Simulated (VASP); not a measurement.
# Au in VASP: single point with r2SCAN

Aim: the single point of Au with r2SCAN.

Program: VASP 6.6.1. These are calculated values, not measurements. Logs are shortened: lines on timing, memory, paths and dates and some standing lists are left out, and cuts for length are marked.

## Step 1: The cell of the first run

The cell holds a slab with vacuum, 7 atoms: a = 2.890 Å, b = 2.890 Å, c = 29.594 Å, α = 90.00°, β = 90.00°, γ = 120.00°.

## Step 2: Single point, r2SCAN

Input file POSCAR:

```
Au
1.0
    2.8902925737      0.0000000000      0.0000000000
   -1.4451462869      2.5030667932      0.0000000000
    0.0000000000      0.0000000000     29.5941470806
Au
7
Direct
    0.3333333333      0.6666666667      0.2534284897
    0.6666666667      0.3333333333      0.3356189932
    0.3333333333      0.6666666667      0.4178094966
    0.6666666667      0.3333333333      0.5000000000
    0.3333333333      0.6666666667      0.5821905034
    0.6666666667      0.3333333333      0.6643810068
    0.3333333333      0.6666666667      0.7465715103
```

Input file INCAR.step1:

```
SYSTEM = Au
PREC     = Accurate       ! precision mode
ENCUT    = 520            ! plane-wave cutoff, eV
ISMEAR   = 0              ! smearing method
SIGMA    = 0.1            ! smearing width, eV
LREAL    = .FALSE.        ! projectors in reciprocal space
LASPH    = .TRUE.         ! aspherical terms in the spheres
NELM     = 80             ! most SCF steps
LDIPOL   = .TRUE.       
IDIPOL   = 3            
DIPOL    = 0.5 0.5 0.500
NBANDS   = 48             ! bands
GGA      = PE             ! functional
ALGO     = Normal         ! electronic algorithm
EDIFF    = 1E-4           ! SCF threshold, eV
LWAVE    = .TRUE.         ! write WAVECAR
LCHARG   = .FALSE.        ! write CHGCAR
```

Input file INCAR.step2:

```
SYSTEM = Au
PREC     = Accurate       ! precision mode
ENCUT    = 520            ! plane-wave cutoff, eV
EDIFF    = 1E-7           ! SCF threshold, eV
ISMEAR   = 0              ! smearing method
SIGMA    = 0.1            ! smearing width, eV
LREAL    = .FALSE.        ! projectors in reciprocal space
LASPH    = .TRUE.         ! aspherical terms in the spheres
NELM     = 80             ! most SCF steps
ALGO     = Normal         ! electronic algorithm
ISIF     = 2              ! what is computed and relaxed
LWAVE    = .FALSE.        ! write WAVECAR
LCHARG   = .FALSE.        ! write CHGCAR
LDIPOL   = .TRUE.       
IDIPOL   = 3            
DIPOL    = 0.5 0.5 0.500
METAGGA  = R2SCAN         ! meta-GGA
LMIXTAU  = .TRUE.       
NBANDS   = 48             ! bands
ISTART   = 1
```

Input file KPOINTS:

```
regular mesh
0
G
  1 1 1
  0 0 0
```

Potentials or basis: VASP PAW PBE potentials, release 64 (Au).

On the command line:

```sh
cat potpaw_PBE.64/Au/POTCAR > POTCAR
cp INCAR.step1 INCAR
mpirun -np 1 vasp_gam > vasp.out
cp INCAR.step2 INCAR
mpirun -np 1 vasp_gam > vasp.out
```

OUTCAR:

```text
SYSTEM = Au
   PREC = Accurate
   ENCUT = 520
   EDIFF = 1E-7
   ISMEAR = 0
   LREAL = .FALSE.
   LASPH = .TRUE.
   NELM = 80
   ISIF = 2
   METAGGA = R2SCAN
   ISTART = 1

 ion  position               nearest neighbor table
   1  0.333  0.667  0.253-   2 2.95   2 2.95   2 2.95
   2  0.667  0.333  0.336-   3 2.95   3 2.95   3 2.95   1 2.95   1 2.95   1 2.95
   3  0.333  0.667  0.418-   2 2.95   4 2.95   2 2.95   4 2.95   2 2.95   4 2.95
   4  0.667  0.333  0.500-   3 2.95   5 2.95   3 2.95   5 2.95   3 2.95   5 2.95
   5  0.333  0.667  0.582-   4 2.95   6 2.95   4 2.95   6 2.95   4 2.95   6 2.95
   6  0.667  0.333  0.664-   5 2.95   5 2.95   5 2.95   7 2.95   7 2.95   7 2.95
   7  0.333  0.667  0.747-   6 2.95   6 2.95   6 2.95

  LATTYP: Found a hexagonal cell.
 ALAT       =     2.8902925737
 C/A-ratio  =    10.2391527245

  Lattice vectors:

 A1 = (   2.8902925737,   0.0000000000,   0.0000000000)
 A2 = (  -1.4451462869,   2.5030667932,   0.0000000000)
 A3 = (   0.0000000000,   0.0000000000,  29.5941470806)

Analysis of symmetry for initial positions (statically):
=====================================================================
 Subroutine PRICEL returns:
 Original cell was already a primitive cell.

 Routine SETGRP: Setting up the symmetry group for a
 hexagonal supercell.

 Subroutine GETGRP returns: Found 12 space group operations
 (whereof 12 operations were pure point group operations)
 out of a pool of 24 trial point group operations.

The static configuration has the point symmetry D_3h.

Analysis of symmetry for dynamics (positions and initial velocities):
=====================================================================
 Subroutine PRICEL returns:
 Original cell was already a primitive cell.

 Routine SETGRP: Setting up the symmetry group for a
 hexagonal supercell.

 Subroutine GETGRP returns: Found 12 space group operations
 (whereof 12 operations were pure point group operations)
 out of a pool of 24 trial point group operations.

The dynamic configuration has the point symmetry D_3h.

 Subroutine INISYM returns: Found 12 space group operations
 (whereof 12 operations are pure point group operations),
 and found     1 'primitive' translations

----------------------------------------------------------------------------------------

                                     Primitive cell

  volume of cell :     214.1017

  direct lattice vectors                    reciprocal lattice vectors
     2.890292574  0.000000000  0.000000000     0.345985735  0.199754957  0.000000000
    -1.445146287  2.503066793  0.000000000     0.000000000  0.399509914  0.000000000
     0.000000000  0.000000000 29.594147081     0.000000000  0.000000000  0.033790465

  length of vectors
     2.890292574  2.890292574 29.594147081     0.399509914  0.399509914  0.033790465

  position of ions in fractional coordinates (direct lattice)
     0.333333333  0.666666667  0.253428490
     0.666666667  0.333333333  0.335618993
     0.333333333  0.666666667  0.417809497
     0.666666667  0.333333333  0.500000000
     0.333333333  0.666666667  0.582190503
     0.666666667  0.333333333  0.664381007
     0.333333333  0.666666667  0.746571510

  ion indices of the primitive-cell ions
   primitive index   ion index
                 1           1
                 2           2
                 3           3
                 4           4
                 5           5
                 6           6
                 7           7

----------------------------------------------------------------------------------------

 KPOINTS: regular mesh

Automatic generation of k-mesh.
 Grid dimensions read from file:
 generate k-points for:    1    1    1

 Generating k-lattice:

  Cartesian coordinates                     Fractional coordinates (reciprocal lattice)
     0.345985735  0.199754957  0.000000000     1.000000000  0.000000000  0.000000000
     0.000000000  0.399509914  0.000000000     0.000000000  1.000000000  0.000000000
     0.000000000  0.000000000  0.033790465     0.000000000  0.000000000  1.000000000

  Length of vectors
     0.399509914  0.399509914  0.033790465

  Shift w.r.t. Gamma in fractional coordinates (k-lattice)
     0.000000000  0.000000000  0.000000000

 Subroutine IBZKPT returns following result:
 ===========================================

 Found      1 irreducible k-points:

 Following reciprocal coordinates:
            Coordinates               Weight
  0.000000  0.000000  0.000000      1.000000
   k-points           NKPTS =      1   k-points in BZ     NKDIM =      1   number of bands    NBANDS=     48
   number of dos      NEDOS =    301   number of ions     NIONS =      7
   total plane-waves  NPLWV = 129024
   dimension x,y,z NGX =    24 NGY =   24 NGZ =  224
   dimension x,y,z NGXF=    48 NGYF=   48 NGZF=  448
   ions per type =               7
   NGX,Y,Z   is equivalent  to a cutoff of  13.80, 13.80, 12.58 a.u.
   NGXF,Y,Z  is equivalent  to a cutoff of  27.61, 27.61, 25.17 a.u.
 SYSTEM =  Au
   PREC   = accura    normal or accurate (medium, high low for compatibility)
   ISTART =      1    job   : 0-new  1-cont  2-samecut
   ICHARG =      0    charge: 1-file 2-atom 10-const
   ISPIN  =      1    spin polarized calculation?
   LNONCOLLINEAR =      F non collinear calculations
   LSORBIT =      F    spin-orbit coupling
   LASPH  =      T    aspherical Exc in radial PAW
   ENCUT  =  520.0 eV  38.22 Ry    6.18 a.u.   5.37  5.37 55.03*2*pi/ulx,y,z
   NELM   =     80;   NELMIN=  2; NELMDL=  0     # of ELM steps
   EDIFF  = 0.1E-06   stopping-criterion for ELM
   LREAL  =      F    real-space projection
   EDIFFG = 0.1E-05   stopping-criterion for IOM
   NSW    =      0    number of steps for IOM
   IBRION =     -1    ionic relax: 0-MD 1-quasi-New 2-CG
   NFREE  =      0    steps in history (QN), initial steepest desc. (CG)
   ISIF   =      2    stress and relaxation
   ISYM   =      2    0-nonsym 1-usesym 2-fastsym
   POTIM  = 0.5000    time-step for ionic-motion
   TEBEG  =    0.0;   TEEND  =   0.0 temperature during run
   PSTRESS=    0.0 pullay stress
   NELECT =      77.0000    total number of electrons
   NUPDOWN=      -1.0000    fix difference up-down
   EMIN   =  10.00;   EMAX   =-10.00  energy-range for DOS
   EFERMI =   0.00;   METHOD = LEGACY
   ISMEAR =     0;   SIGMA  =   0.10  broadening in eV -4-tet -1-fermi 0-gaus
   EFERMI_NEDOS =   21; number of points for ismear=-14 and -15
   IALGO  =     38    algorithm
   IMIX   =      4    mixing-type and parameters
     AMIX     =   0.40;   BMIX     =  1.00
     AMIX_MAG =   1.60;   BMIX_MAG =  1.00
  volume/ion in A,a.u.               =      30.59       206.40
  Fermi-wavevector in a.u.,A,eV,Ry     =   1.164211  2.200040 18.441165  1.355387
  Thomas-Fermi vector in A             =   2.300752
   LORBIT       =      0    0 simple, 1 ext, 2 COOP (PROOUT), +10 PAW based schemes
   METAGGA = R2SCAN    functional components
   LHFCALC =     F    Hartree Fock is set to
   AEXX    =    0.0000 exact exchange contribution
   IVDW    =     0    specifies the selected vdW correction
   LEPSILON=     F    determine dielectric tensor
   LRPA    =     F    only Hartree local field effects (RPA)
 non-spin polarized calculation
 Gauss-broadening in eV      SIGMA  =   0.10
  energy-cutoff  :      520.00
  volume of cell :      214.10
 maximum number of plane-waves:      2936
 NGX is ok and might be reduce to    24
   NGX = 11   NGY = 11   NGZ =111

 dipolmoment           0.000000      0.000000      0.000000 electrons x Angstroem

 number of electron      77.0000011 magnetization

 dipolmoment           0.000000      0.000000     -0.000000 electrons x Angstroem

 Free energy of the ion-electron system (eV)
  ---------------------------------------------------
  ext. energy  EPLUGINS =         0.00000000
  ---------------------------------------------------
  free energy    TOTEN  =      -391.29214294 eV

  energy without entropy =     -391.02145942  energy(sigma->0) =     -391.15680118

 E-fermi :   0.2003     XC(G=0):  -8.1180

 val. band max:        0.1930996160   @ k =   0.0000   0.0000   0.0000
 cond. band min:       0.2333813897   @ k =   0.0000   0.0000   0.0000
 fundamental gap:      0.0402817737
 Fermi energy:         0.2003039102

 k-point     1 :       0.0000    0.0000    0.0000
  band No.  band energies     occupation
      1      -6.4049      2.00000
      2      -6.0303      2.00000
      3      -5.3281      2.00000
      4      -4.6315      2.00000
      5      -4.3187      2.00000
      6      -4.2744      2.00000
      7      -4.2712      2.00000
      8      -2.5359      2.00000
      9      -2.4906      2.00000
     10      -2.4557      2.00000
     11      -2.1883      2.00000
     12      -1.7285      2.00000
     13      -1.7285      2.00000
     14      -1.7087      2.00000
     15      -1.7087      2.00000
     16      -1.6510      2.00000
     17      -1.6510      2.00000
     18      -1.5902      2.00000
     19      -1.5902      2.00000
     20      -1.4131      2.00000
     21      -1.4131      2.00000
     22      -1.3614      2.00000
     23      -1.2915      2.00000
     24      -1.2915      2.00000
     25      -1.2473      2.00000
     26      -1.2473      2.00000
     27      -0.9319      2.00000
     28      -0.9319      2.00000
     29      -0.6873      2.00000
     30      -0.6873      2.00000
     31      -0.3784      2.00000
     32      -0.3784      2.00000
     33      -0.0875      1.99995
     34      -0.0875      1.99995
     35       0.0627      1.94840
     36       0.1087      1.80476
     37       0.1087      1.80476
     38       0.1931      1.08115
     39       0.1931      1.08115
     40       0.2334      0.63994
     41       0.2334      0.63994
     42       1.8052      0.00000
     43       2.5602      0.00000
     44       6.4985      0.00000
     45       7.9327      0.00000
     46       7.9781      0.00000
     47       9.3375      0.00000
     48       9.4439      0.00000

------------------------ aborting loop because EDIFF is reached ----------------------------------------

 vacuum level on the upper side and lower side of the slab       (xc-potential included)        -0.019        -0.019

  FORCE on cell =-STRESS in cart. coord.  units (eV):
  Direction    XX          YY          ZZ          XY          YZ          ZX
  --------------------------------------------------------------------------------------
  -------------------------------------------------------------------------------------
  Total      -54.1157819    -54.1157819     -5.3554195      0.0000000     -0.0000000      0.0000000
  in kB     -404.9621620   -404.9621620    -40.0759664      0.0000000     -0.0000000      0.0000000
  external PRESSURE =    -283.3334301 kB  Pullay stress =       0.0000000 kB

 VOLUME and BASIS-vectors are now :
 -----------------------------------------------------------------------------
  energy-cutoff  :      520.00
  volume of cell :      214.10
      direct lattice vectors                 reciprocal lattice vectors
     2.890292574  0.000000000  0.000000000     0.345985735  0.199754957  0.000000000
    -1.445146287  2.503066793  0.000000000     0.000000000  0.399509914  0.000000000
     0.000000000  0.000000000 29.594147081     0.000000000  0.000000000  0.033790465

 POSITION                                       TOTAL-FORCE (eV/Angst)
 -----------------------------------------------------------------------------------
     -0.00000      1.66871      7.50000         0.000000     -0.000000      0.456190
      1.44515      0.83436      9.93236         0.000000      0.000000     -0.161418
     -0.00000      1.66871     12.36472        -0.000000      0.000000      0.041921
      1.44515      0.83436     14.79707        -0.000000      0.000000     -0.000000
     -0.00000      1.66871     17.22943        -0.000000      0.000000     -0.041921
      1.44515      0.83436     19.66179         0.000000      0.000000      0.161418
     -0.00000      1.66871     22.09415         0.000000      0.000000     -0.456190
 -----------------------------------------------------------------------------------
    total drift:                                0.000001     -0.000000      0.000000

  FREE ENERGIE OF THE ION-ELECTRON SYSTEM (eV)
  ---------------------------------------------------
  free  energy   TOTEN  =      -391.2921429434 eV

  energy  without entropy=     -391.0214594220  energy(sigma->0) =     -391.15680118

 vacuum level on the upper side and lower side of the slab         7.705         7.705
```

It took 8.9 min on 1 thread of Intel Xeon 8259CL, shared host; peak memory 0.39 GiB.

Results:

```
Free energy            : -391.2921 eV
Largest force          : 0.456 eV/Å
Band gap on the k mesh : zero (an odd number of electrons rules out a gap without spin polarisation)
```

Forces on the atoms (eV/Å):
```
Au   0.000  0.000  0.456
Au   0.000  0.000 -0.161
Au   0.000  0.000  0.042
Au   0.000  0.000  0.000
Au   0.000  0.000 -0.042
Au   0.000  0.000  0.161
Au   0.000  0.000 -0.456
```

Caveat: the k points lie up to 2.51 Å⁻¹ apart, too coarse for converged energies and pressures of a metal; the PAW data sets were made with another functional, which shifts forces and pressure a little; spin-orbit coupling is left out, which moves the levels of the heavy elements.

The gap in the log of VASP goes by the Fermi energy; the results here count the filled bands.